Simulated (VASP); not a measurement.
# C (Fd-3m) in VASP: notebook, part 3 of 3

VASP 6.6.1. The steps go on from the part before.

## 5. Single point, PBE (strain +2.0%)

INCAR reads:

```
PREC = Accurate
ENCUT = 520
EDIFF = 1E-6
ISMEAR = -1
SIGMA = 0.02
LREAL = False
LASPH = True
NELM = 100
ALGO = Normal
ISIF = 2
LWAVE = False
LCHARG = False
GGA = PE
NBANDS = 11
```

KPOINTS reads:

```
regular mesh
0
Gamma
  12 12 12
```

POSCAR reads:

```
C
1.0
    0.0000000000      1.8157266254      1.8157266254
    1.8157266254      0.0000000000      1.8157266254
    1.8157266254      1.8157266254      0.0000000000
C
2
Direct
    0.0000000000      0.0000000000      0.0000000000
    0.2500000000      0.2500000000      0.2500000000
```

Potentials or basis: VASP PAW PBE potentials, release 64 (C).

On the command line:

```bash
> cat potpaw_PBE.64/C/POTCAR > POTCAR
> mpirun -np 1 vasp_std > vasp.out
```

OUTCAR:

```text
PREC = Accurate
   ENCUT = 520
   EDIFF = 1E-6
   ISMEAR = -1
   LREAL = False
   LASPH = True
   NELM = 100
   ISIF = 2
   GGA = PE

 ion  position               nearest neighbor table
   1  0.000  0.000  0.000-   2 1.57   2 1.57   2 1.57   2 1.57
   2  0.250  0.250  0.250-   1 1.57   1 1.57   1 1.57   1 1.57

  LATTYP: Found a face centered cubic cell.
 ALAT       =     3.6314532508

  Lattice vectors:

 A1 = (   0.0000000000,   1.8157266254,   1.8157266254)
 A2 = (   1.8157266254,   0.0000000000,   1.8157266254)
 A3 = (   1.8157266254,   1.8157266254,   0.0000000000)

Analysis of symmetry for initial positions (statically):
=====================================================================
 Subroutine PRICEL returns:
 Original cell was already a primitive cell.

 Routine SETGRP: Setting up the symmetry group for a
 face centered cubic supercell.

 Subroutine GETGRP returns: Found 48 space group operations
 (whereof 24 operations were pure point group operations)
 out of a pool of 48 trial point group operations.

The static configuration has the point symmetry T_d .
 The point group associated with its full space group is O_h .

Analysis of symmetry for dynamics (positions and initial velocities):
=====================================================================
 Subroutine PRICEL returns:
 Original cell was already a primitive cell.

 Routine SETGRP: Setting up the symmetry group for a
 face centered cubic supercell.

 Subroutine GETGRP returns: Found 48 space group operations
 (whereof 24 operations were pure point group operations)
 out of a pool of 48 trial point group operations.

The dynamic configuration has the point symmetry T_d .
 The point group associated with its full space group is O_h .

 Subroutine INISYM returns: Found 48 space group operations
 (whereof 24 operations are pure point group operations),
 and found     1 'primitive' translations
[... 118 lines left out ...]
  Thomas-Fermi vector in A             =   2.550994
   LORBIT       =      0    0 simple, 1 ext, 2 COOP (PROOUT), +10 PAW based schemes
   GGA     = PE    functional components
   LHFCALC =     F    Hartree Fock is set to
   AEXX    =    0.0000 exact exchange contribution
   IVDW    =     0    specifies the selected vdW correction
   LEPSILON=     F    determine dielectric tensor
   LRPA    =     F    only Hartree local field effects (RPA)
 non-spin polarized calculation
  energy-cutoff  :      520.00
  volume of cell :       11.97
 maximum number of plane-waves:       332
   NGX =  9   NGY =  9   NGZ =  9

 number of electron       8.0000001 magnetization

 Free energy of the ion-electron system (eV)
  ---------------------------------------------------
  ext. energy  EPLUGINS =         0.00000000
  ---------------------------------------------------
  free energy    TOTEN  =       -18.15146247 eV

  energy without entropy =      -18.15146247  energy(sigma->0) =      -18.15146247

 E-fermi :   9.4887     XC(G=0): -12.9817

 val. band max:        8.9650030225   @ k =   0.0000   0.0000   0.0000
 cond. band min:      12.9970324592   @ k =   0.3333   0.3333   0.0000
 fundamental gap:      4.0320294367
 Fermi energy:         9.4886986016

 k-point     1 :       0.0000    0.0000    0.0000
  band No.  band energies     occupation
      1     -11.8007      2.00000
      2       8.9650      2.00000
      3       8.9650      2.00000
      4       8.9650      2.00000
      5      14.4069      0.00000
      6      14.4069      0.00000
      7      14.4069      0.00000
      8      21.0829      0.00000
      9      27.5848      0.00000
     10      34.9169      0.00000
     11      34.9169      0.00000
[... 309 lines left out ...]
 k-point    24 :      -0.4167    0.1667    0.0000
  band No.  band energies     occupation
      1      -5.9155      2.00000
      2      -3.0431      2.00000
      3       3.7129      2.00000
      4       5.5597      2.00000
      5      16.2607      0.00000
      6      18.8495      0.00000
      7      19.4922      0.00000
      8      23.7630      0.00000
      9      27.8146      0.00000
     10      32.5509      0.00000
     11      32.5635      0.00000

 [... further k-points ...]

------------------------ aborting loop because EDIFF is reached ----------------------------------------

  FORCE on cell =-STRESS in cart. coord.  units (eV):
  Direction    XX          YY          ZZ          XY          YZ          ZX
  --------------------------------------------------------------------------------------
  -------------------------------------------------------------------------------------
  Total       -1.4347524     -1.4347524     -1.4347524      0.0000000      0.0000000     -0.0000000
  in kB     -192.0021805   -192.0021805   -192.0021805      0.0000000      0.0000000     -0.0000000
  external PRESSURE =    -192.0021805 kB  Pullay stress =       0.0000000 kB

 VOLUME and BASIS-vectors are now :
 -----------------------------------------------------------------------------
  energy-cutoff  :      520.00
  volume of cell :       11.97
      direct lattice vectors                 reciprocal lattice vectors
     0.000000000  1.815726625  1.815726625    -0.275371850  0.275371850  0.275371850
     1.815726625  0.000000000  1.815726625     0.275371850 -0.275371850  0.275371850
     1.815726625  1.815726625  0.000000000     0.275371850  0.275371850 -0.275371850

 POSITION                                       TOTAL-FORCE (eV/Angst)
 -----------------------------------------------------------------------------------
      0.00000      0.00000      0.00000         0.000000      0.000000      0.000000
      0.90786      0.90786      0.90786        -0.000000     -0.000000     -0.000000
 -----------------------------------------------------------------------------------
    total drift:                                0.000000      0.000000      0.000000

  FREE ENERGIE OF THE ION-ELECTRON SYSTEM (eV)
  ---------------------------------------------------
  free  energy   TOTEN  =       -18.1514624651 eV

  energy  without entropy=      -18.1514624651  energy(sigma->0) =      -18.15146247
```

stdout:

```text
POSCAR found type information on POSCAR C
 POSCAR found :  1 types and       2 ions
 scaLAPACK will be used
 LDA part: xc-table for (Slater+PW92), standard interpolation
 POSCAR, INCAR and KPOINTS ok, starting setup
 FFT: planning ... GRIDC
 FFT: planning ... GRID_SOFT
 FFT: planning ... GRID
 WAVECAR not read
 entering main loop
```

It took 10 s on 1 thread of AMD EPYC 7R43 (Zen 3), shared host; peak memory 0.08 GiB.

What came out:

* Free energy: -18.1515 eV
* Pressure: -19.2 GPa
* Band gap on the k mesh: 4.03 eV, indirect (least direct gap 5.44 eV)

Levels at points of the mesh, in eV from the valence-band top:
| k point | band 2 | band 3 | band 4 | band 5 | band 6 | band 7 |
| --- | --- | --- | --- | --- | --- | --- |
| (0.00, 0.00, 0.00) | 0.00 | 0.00 | 0.00 | 5.44 | 5.44 | 5.44 |
| (0.50, 0.00, 0.00) | -12.79 | -2.66 | -2.66 | 8.13 | 8.23 | 8.23 |
| (0.50, 0.50, 0.00) | -12.39 | -5.98 | -5.98 | 4.64 | 4.64 | 16.00 |

Caveat: the cell differs from its parent crystal (strain +2.0%). A k mesh can miss the band edges.

## 6. The runs side by side

```csv
cell,gap on the mesh (eV),pressure (GPa)
"a = 2.492 Å, angles 60.0°, 2 atoms",4.23,19.3
"a = 2.517 Å, angles 60.0°, 2 atoms",4.17,4.9
"a = 2.543 Å, angles 60.0°, 2 atoms",4.10,-7.9
"a = 2.568 Å, angles 60.0°, 2 atoms",4.03,-19.2
```

Alike in all rows: task single point; level PBE; potentials or basis VASP PAW PBE potentials, release 64 (C); no spin polarisation; k mesh 12 × 12 × 12; cutoff (eV) 520; smearing fermi-dirac 0.02 eV.

Total energies depend on the potentials used, so only differences within one code and one set of settings carry meaning.
